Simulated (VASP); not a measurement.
# Nb2H3 (P-3m1) in VASP: further runs

Nb2H3 is run at these levels: r2SCAN; tasks: relaxation of cell and atoms, single point.

Everything below comes from runs of VASP 6.6.1. Logs are shortened: lines on timing, memory, paths and dates and some standing lists are left out, and cuts for length are marked.

## 1. The cell of the first run

Symmetry: P-3m1, No. 164, trigonal system. The conventional cell has a = 3.309 Å, b = 3.309 Å, c = 5.149 Å, α = 90.00°, β = 90.00°, γ = 120.00°. Within 2.6 Å of Nb (site symmetry 3m) lie 7 H at 1.99 to 2.29 Å. H (site symmetry -3m) has 6 Nb at 2.29 Å and 6 H at 2.64 Å within 3.0 Å. Within 2.7 Å of H (site symmetry 3m) lie 4 Nb at 1.99 to 2.06 Å and 6 H at 2.42 to 2.64 Å.

## 2. Relaxation of cell and atoms, r2SCAN

Contents of POSCAR:

```
Nb2H3
1.0
    3.3091608084      0.0000000000      0.0000000000
   -1.6545804042      2.8658173252      0.0000000000
    0.0000000000      0.0000000000      5.1485166892
Nb H
2 3
Direct
    0.3333333333      0.6666666667      0.2450000000
    0.6666666667      0.3333333333      0.7550000000
    0.0000000000      0.0000000000      0.0000000000
    0.3333333333      0.6666666667      0.6450000000
    0.6666666667      0.3333333333      0.3550000000
```

Contents of INCAR.step1:

```
  PREC = Accurate
  ENCUT = 600
  ISMEAR = 0
  SIGMA = 0.1
  LREAL = F
  LASPH = T
  NELM = 80
  GGA = PE
  ALGO = Normal
  EDIFF = 1E-4
  LWAVE = T
  LCHARG = F
```

Contents of INCAR.step2:

```
  PREC = Accurate
  ENCUT = 600
  EDIFF = 1E-6
  ISMEAR = 0
  SIGMA = 0.1
  LREAL = F
  LASPH = T
  NELM = 80
  ALGO = Normal
  ISIF = 3
  LWAVE = F
  LCHARG = F
  METAGGA = R2SCAN
  LMIXTAU = T
  IBRION = 2
  NSW = 90
  EDIFFG = -0.04
  ISTART = 1
```

Contents of KPOINTS:

```
regular mesh
0
Gamma
  6 6 4
```

Potentials or basis: VASP PAW PBE potentials, release 64 (Nb_sv, H).

Command:

```
> cat potpaw_PBE.64/Nb_sv/POTCAR potpaw_PBE.64/H/POTCAR > POTCAR
> cp INCAR.step1 INCAR
> mpirun -np 1 vasp_std > vasp.out
> cp INCAR.step2 INCAR
> mpirun -np 1 vasp_std > vasp.out
```

OUTCAR:

```text
PREC = Accurate
   ENCUT = 600
   EDIFF = 1E-6
   ISMEAR = 0
   LREAL = F
   LASPH = T
   NELM = 80
   ISIF = 3
   METAGGA = R2SCAN
   IBRION = 2
   NSW = 90
   EDIFFG = -0.04
   ISTART = 1

 ion  position               nearest neighbor table
   1  0.333  0.667  0.245-
   2  0.667  0.333  0.755-
   3  0.000  0.000  0.000-
   4  0.333  0.667  0.645-
   5  0.667  0.333  0.355-

  LATTYP: Found a hexagonal cell.
 ALAT       =     3.3091608084
 C/A-ratio  =     1.5558375634

  Lattice vectors:

 A1 = (   3.3091608084,   0.0000000000,   0.0000000000)
 A2 = (  -1.6545804042,   2.8658173252,   0.0000000000)
 A3 = (   0.0000000000,   0.0000000000,   5.1485166892)

Analysis of symmetry for initial positions (statically):
=====================================================================
 Subroutine PRICEL returns:
 Original cell was already a primitive cell.

 Routine SETGRP: Setting up the symmetry group for a
 hexagonal supercell.

 Subroutine GETGRP returns: Found 12 space group operations
 (whereof 12 operations were pure point group operations)
 out of a pool of 24 trial point group operations.

The static configuration has the point symmetry D_3d.

Analysis of symmetry for dynamics (positions and initial velocities):
=====================================================================
 Subroutine PRICEL returns:
 Original cell was already a primitive cell.

 Routine SETGRP: Setting up the symmetry group for a
 hexagonal supercell.

 Subroutine GETGRP returns: Found 12 space group operations
 (whereof 12 operations were pure point group operations)
 out of a pool of 24 trial point group operations.

The dynamic configuration has the point symmetry D_3d.

 Subroutine INISYM returns: Found 12 space group operations
 (whereof 12 operations are pure point group operations),
 and found     1 'primitive' translations

----------------------------------------------------------------------------------------

                                     Primitive cell

  volume of cell :      48.8257

  direct lattice vectors                    reciprocal lattice vectors
     3.309160808  0.000000000  0.000000000     0.302191419  0.174470297  0.000000000
    -1.654580404  2.865817325  0.000000000     0.000000000  0.348940594  0.000000000
     0.000000000  0.000000000  5.148516689     0.000000000  0.000000000  0.194230700

  length of vectors
     3.309160808  3.309160808  5.148516689     0.348940594  0.348940594  0.194230700

  position of ions in fractional coordinates (direct lattice)
     0.333333333  0.666666667  0.245000000
     0.666666667  0.333333333  0.755000000
     0.000000000  0.000000000  0.000000000
     0.333333333  0.666666667  0.645000000
     0.666666667  0.333333333  0.355000000

  ion indices of the primitive-cell ions
   primitive index   ion index
                 1           1
                 2           2
                 3           3
                 4           4
                 5           5

----------------------------------------------------------------------------------------

 KPOINTS: regular mesh

Automatic generation of k-mesh.
 Grid dimensions read from file:
 generate k-points for:    6    6    4

 Generating k-lattice:

  Cartesian coordinates                     Fractional coordinates (reciprocal lattice)
     0.050365236  0.029078383  0.000000000     0.166666667  0.000000000  0.000000000
     0.000000000  0.058156766  0.000000000     0.000000000  0.166666667  0.000000000
     0.000000000  0.000000000  0.048557675     0.000000000  0.000000000  0.250000000

  Length of vectors
     0.058156766  0.058156766  0.048557675

  Shift w.r.t. Gamma in fractional coordinates (k-lattice)
     0.000000000  0.000000000  0.000000000

 Subroutine IBZKPT returns following result:
 ===========================================

 Found     24 irreducible k-points:

 Following reciprocal coordinates:
            Coordinates               Weight
  0.000000  0.000000  0.000000      1.000000
  0.166667 -0.000000  0.000000      6.000000
  0.333333 -0.000000  0.000000      6.000000
  0.500000  0.000000  0.000000      3.000000
  0.166667  0.166667  0.000000      6.000000
  0.333333  0.166667  0.000000     12.000000
[... 16 lines left out ...]
  0.333333  0.166667  0.500000     12.000000
  0.333333  0.333333  0.500000      2.000000
   k-points           NKPTS =     24   k-points in BZ     NKDIM =     24   number of bands    NBANDS=     18
   number of dos      NEDOS =    301   number of ions     NIONS =      5
   total plane-waves  NPLWV =  32928
   dimension x,y,z NGX =    28 NGY =   28 NGZ =   42
   dimension x,y,z NGXF=    56 NGYF=   56 NGZF=   84
   ions per type =               2   3
   NGX,Y,Z   is equivalent  to a cutoff of  14.07, 14.07, 13.56 a.u.
   NGXF,Y,Z  is equivalent  to a cutoff of  28.13, 28.13, 27.12 a.u.
 SYSTEM =  unknown system
   PREC   = accura    normal or accurate (medium, high low for compatibility)
[... 66 lines left out ...]

 k-point     1 :       0.0000    0.0000    0.0000
  band No.  band energies     occupation
      1     -48.0244      2.00000
      2     -47.9317      2.00000
      3     -23.6347      2.00000
      4     -23.2004      2.00000
      5     -23.2004      2.00000
      6     -23.0999      2.00000
[... 10 lines left out ...]
     17       9.6553      0.00000
     18       9.6553      0.00000
[... 581 lines left out ...]
 POSITION                                       TOTAL-FORCE (eV/Angst)
 -----------------------------------------------------------------------------------
     -0.00000      1.83096      1.19184        -0.000000      0.000000     -0.507812
      1.58566      0.91548      3.78127         0.000000     -0.000000      0.507812
     -1.58566      2.74644     -0.00000        -0.000000     -0.000000     -0.000000
     -0.00000      1.83096      3.19035        -0.000000      0.000000     -0.559115
      1.58566      0.91548      1.78277         0.000000     -0.000000      0.559115
 -----------------------------------------------------------------------------------
    total drift:                                0.000000     -0.000000     -0.000000

  FREE ENERGIE OF THE ION-ELECTRON SYSTEM (eV)
  ---------------------------------------------------
  free  energy   TOTEN  =       -60.9220451162 eV

  energy  without entropy=      -60.9094683323  energy(sigma->0) =      -60.91575672

[... ionic steps 4 to 14 ...]

--------------------------------------- Ionic step       15  -------------------------------------------

 number of electron      29.0000001 magnetization

------------------------ aborting loop because EDIFF is reached ----------------------------------------

  FORCE on cell =-STRESS in cart. coord.  units (eV):
  Direction    XX          YY          ZZ          XY          YZ          ZX
  --------------------------------------------------------------------------------------
  -------------------------------------------------------------------------------------
  Total       -0.7104482     -0.7104482     -0.9111287      0.0000000      0.0000000      0.0000000
  in kB      -25.6538512    -25.6538512    -32.9002989      0.0000000      0.0000000      0.0000000
  external PRESSURE =     -28.0693338 kB  Pullay stress =       0.0000000 kB

 VOLUME and BASIS-vectors are now :
 -----------------------------------------------------------------------------
  energy-cutoff  :      600.00
  volume of cell :       44.37
      direct lattice vectors                 reciprocal lattice vectors
     3.072407797 -0.000000000  0.000000000     0.325477627  0.187914596  0.000000000
    -1.536203899  2.660783203 -0.000000000     0.000000000  0.375829192  0.000000000
     0.000000000 -0.000000000  5.427528350    -0.000000000  0.000000000  0.184245928
[... 40 lines left out ...]
 POSITION                                       TOTAL-FORCE (eV/Angst)
 -----------------------------------------------------------------------------------
     -0.00000      1.76839      1.26123        -0.000000      0.000000     -0.062189
      1.53147      0.88420      4.11927         0.000000     -0.000000      0.062189
      0.00000      0.00000      0.00000         0.000000      0.000000      0.000000
     -0.00000      1.76839      3.25836         0.000000     -0.000000      0.038383
      1.53147      0.88420      2.12214        -0.000000      0.000000     -0.038383
 -----------------------------------------------------------------------------------
    total drift:                               -0.000000      0.000000      0.000000

  FREE ENERGIE OF THE ION-ELECTRON SYSTEM (eV)
  ---------------------------------------------------
  free  energy   TOTEN  =       -61.0771662468 eV

  energy  without entropy=      -61.0591201317  energy(sigma->0) =      -61.06814319

--------------------------------------- Ionic step       17  -------------------------------------------

 number of electron      29.0000003 magnetization

 Free energy of the ion-electron system (eV)
  ---------------------------------------------------
  ext. energy  EPLUGINS =         0.00000000
  ---------------------------------------------------
  free energy    TOTEN  =       -61.07747038 eV

  energy without entropy =      -61.05934655  energy(sigma->0) =      -61.06840847

 E-fermi :  10.4211     XC(G=0): -13.2638

 val. band max:       10.3810934538   @ k =   0.5000   0.0000   0.2500
 cond. band min:      10.4719011060   @ k =   0.1667  -0.0000   0.2500
 fundamental gap:      0.0908076521
 Fermi energy:        10.4210752223

 k-point     1 :       0.0000    0.0000    0.0000
  band No.  band energies     occupation
      1     -46.5088      2.00000
      2     -46.4031      2.00000
      3     -22.3129      2.00000
      4     -21.5097      2.00000
      5     -21.4444      2.00000
      6     -21.4444      2.00000
[... 10 lines left out ...]
     17      11.7886      0.00000
     18      11.7886      0.00000
[... 503 lines left out ...]
 POSITION                                       TOTAL-FORCE (eV/Angst)
 -----------------------------------------------------------------------------------
     -0.00000      1.76847      1.25602         0.000000     -0.000000      0.033640
      1.53154      0.88424      4.12018        -0.000000      0.000000     -0.033640
      0.00000      0.00000      0.00000        -0.000000     -0.000000      0.000000
     -0.00000      1.76847      3.25830         0.000000     -0.000000      0.023752
      1.53154      0.88424      2.11791        -0.000000      0.000000     -0.023752
 -----------------------------------------------------------------------------------
    total drift:                                0.000000     -0.000000     -0.000000

  FREE ENERGIE OF THE ION-ELECTRON SYSTEM (eV)
  ---------------------------------------------------
  free  energy   TOTEN  =       -61.0774703814 eV

  energy  without entropy=      -61.0593465527  energy(sigma->0) =      -61.06840847

 reached required accuracy - stopping structural energy minimisation
```

Wall time 14 min (1 thread of Intel Xeon 6975P-C (Granite Rapids), shared host); peak memory 0.22 GiB.

Results:

```
Free energy                           : -61.0775 eV
Relaxed volume                        : 8.74 Å³/atom
Relaxed cell                          : a = 3.063 Å, b = 3.063 Å, c = 5.376 Å, α = 90.00°, β = 90.00°, γ = 120.00°
Space group after relaxing (to 0.1 Å) : P-3m1 (No. 164)
Energy gained by relaxing             : 102.0 meV/atom
Ionic steps                           : 17
Pressure after relaxing               : 0.1 GPa
Largest force after relaxing          : 0.034 eV/Å
Band gap on the k mesh                : zero (an odd number of electrons rules out a gap without spin polarisation)
```

Forces in eV/Å, atoms in the order of the input:
```
Nb   0.000  0.000  0.034
Nb   0.000  0.000 -0.034
H    0.000  0.000  0.000
H    0.000  0.000  0.024
H    0.000  0.000 -0.024
```

The path:
```
step  energy change (eV)  largest force (eV/Å)  pressure (GPa)  volume (Å³)
   1              0.0000                0.7305          -16.84        48.83
   2             -0.3243                0.5864            8.50        41.92
   3             -0.3545                0.5591            1.59        43.32
   4             -0.3999                0.4823            1.28        43.38
   5             -0.4144                0.4345            1.25        43.44
   6             -0.4477                0.2286           -1.37        43.96
   7             -0.4555                0.0897           -3.17        44.36
   8             -0.4748                0.1008            1.15        43.34
   9             -0.4748                0.1072            1.28        43.31
  10             -0.4951                0.0704            1.78        43.26
  11             -0.4951                0.1761            3.01        43.09
  12             -0.5038                0.1600            2.46        43.16
  13             -0.5041                0.0860            2.11        43.21
  14             -0.5053                0.1243            2.28        43.19
  15             -0.5033                0.0406           -2.81        44.37
  16             -0.5096                0.0622           -0.08        43.72
  17             -0.5099                0.0336            0.08        43.68
```

Final structure:
```
Nb H
1.0
     3.06308    0.00000    0.00000
    -1.53154    2.65271    0.00000
     0.00000    0.00000    5.37620
Nb H
2 3
Direct
  0.33333 0.66667 0.23363
  0.66667 0.33333 0.76637
  0.00000 0.00000 0.00000
  0.33333 0.66667 0.60606
  0.66667 0.33333 0.39394
```

Levels at points of the mesh, in eV from the Fermi level:
| k point | band 11 | band 12 | band 13 | band 14 | band 15 | band 16 | band 17 | band 18 |
| --- | --- | --- | --- | --- | --- | --- | --- | --- |
| (0.00, 0.00, 0.00) | -5.81 | -1.16 | -0.48 | -0.48 | 0.10 | 0.10 | 1.37 | 1.37 |
| (0.50, 0.00, 0.00) | -5.44 | -3.54 | -2.28 | -0.46 | -0.41 | 3.49 | 3.64 | 4.00 |
| (0.00, 0.00, 0.50) | -4.45 | -2.95 | -0.58 | -0.58 | -0.24 | -0.24 | 2.41 | 2.41 |
| (0.50, 0.00, 0.50) | -5.37 | -4.19 | -2.80 | 0.24 | 0.74 | 1.41 | 3.10 | 3.53 |

Caveat: the k points lie up to 0.39 Å⁻¹ apart in the final cell, too coarse for converged energies and pressures of a metal; the PAW data sets were made with another functional, which shifts forces and pressure a little.

## 3. Single point, r2SCAN

This run uses another cell than the first one, of 8.75 Å³/atom.

Contents of POSCAR:

```
Nb2H3
1.0
    3.0687934205      0.0000000000      0.0000000000
   -1.5343967102      2.6576530611      0.0000000000
    0.0000000000      0.0000000000      5.3647087969
Nb H
2 3
Direct
    0.3333333333      0.6666666667      0.2345608823
    0.6666666667      0.3333333333      0.7654391177
    0.0000000000      0.0000000000      0.0000000000
    0.3333333333      0.6666666667      0.6090746959
    0.6666666667      0.3333333333      0.3909253041
```

Contents of INCAR.step1:

```
PREC     = Accurate       # precision mode
ENCUT    = 520            # plane-wave cutoff, eV
ISMEAR   = 0              # smearing method
SIGMA    = 0.1            # smearing width, eV
LREAL    = F              # projectors in reciprocal space
LASPH    = T              # aspherical terms in the spheres
NELM     = 80             # most SCF steps
NBANDS   = 22             # bands
GGA      = PE             # functional
ALGO     = Normal         # electronic algorithm
EDIFF    = 1E-4           # SCF threshold, eV
LWAVE    = T              # write WAVECAR
LCHARG   = F              # write CHGCAR
```

Contents of INCAR.step2:

```
PREC     = Accurate       # precision mode
ENCUT    = 520            # plane-wave cutoff, eV
EDIFF    = 1E-6           # SCF threshold, eV
ISMEAR   = 0              # smearing method
SIGMA    = 0.1            # smearing width, eV
LREAL    = F              # projectors in reciprocal space
LASPH    = T              # aspherical terms in the spheres
NELM     = 80             # most SCF steps
ALGO     = Normal         # electronic algorithm
ISIF     = 2              # what is computed and relaxed
LWAVE    = F              # write WAVECAR
LCHARG   = F              # write CHGCAR
METAGGA  = R2SCAN         # meta-GGA
LMIXTAU  = T            
NBANDS   = 22             # bands
ISTART   = 1
```

Contents of KPOINTS:

```
Automatic mesh
0
Gamma
  12 12 8
```

Potentials or basis: VASP PAW PBE potentials, release 64 (Nb_sv, H).

Command:

```
> cat potpaw_PBE.64/Nb_sv/POTCAR potpaw_PBE.64/H/POTCAR > POTCAR
> cp INCAR.step1 INCAR
> mpirun -np 1 vasp_std > vasp.out
> cp INCAR.step2 INCAR
> mpirun -np 1 vasp_std > vasp.out
```

It took 3.5 min on 1 thread of Intel Xeon 6975P-C (Granite Rapids), shared host; peak memory 0.24 GiB.

It converged, with:

```yaml
Free_energy: -61.1028 eV
Pressure: -0.3 GPa
Band_gap_on_the_k_mesh: zero (an odd number of electrons rules out a gap without spin polarisation)
```

Forces on the atoms (eV/Å):
```
Nb   0.000  0.000 -0.003
Nb   0.000  0.000  0.003
H    0.000  0.000  0.000
H    0.000  0.000 -0.001
H    0.000  0.000  0.001
```

Levels at points of the mesh, in eV from the Fermi level:
| k point | band 12 | band 13 | band 14 | band 15 | band 16 | band 17 |
| --- | --- | --- | --- | --- | --- | --- |
| (0.00, 0.00, 0.00) | -1.18 | -0.50 | -0.50 | 0.08 | 0.08 | 1.32 |
| (0.50, 0.00, 0.00) | -3.55 | -2.25 | -0.47 | -0.45 | 3.46 | 3.61 |
| (0.00, 0.00, 0.50) | -2.91 | -0.61 | -0.61 | -0.27 | -0.27 | 2.38 |
| (0.50, 0.00, 0.50) | -4.21 | -2.79 | 0.19 | 0.72 | 1.35 | 3.10 |

Caveat: the PAW data sets were made with another functional, which shifts forces and pressure a little.

The gap in the log of VASP goes by the Fermi energy; the results here count the filled bands.